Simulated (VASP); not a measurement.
The system is PbS.

```
CELL_PARAMETERS angstrom
0.00000 2.97234 2.97234
2.97234 0.00000 2.97234
2.97234 2.97234 0.00000
ATOMIC_POSITIONS crystal
Pb 0.00000 0.00000 0.00000
S 0.50000 0.50000 0.50000
```

Program: VASP 6.6.1. Alike in all runs: task single point; potentials or basis VASP PAW PBE potentials, release 64 (Pb_d, S); no spin polarisation; cell as given; cutoff (eV) 520. Hardware: 1 thread of Intel Xeon 8259CL, with other jobs on the host.

Q: Order these runs on this cell by their wall time, lowest first.
A. level r2SCAN; k mesh 5 × 5 × 5; smearing fermi-dirac 0.1 eV
B. level r2SCAN; k mesh 5 × 5 × 5, shifted; smearing tetrahedron
C. level r2SCAN+D4; k mesh 5 × 5 × 5; smearing fermi-dirac 0.1 eV

A: A (73 s), C (240 s), B (870 s).
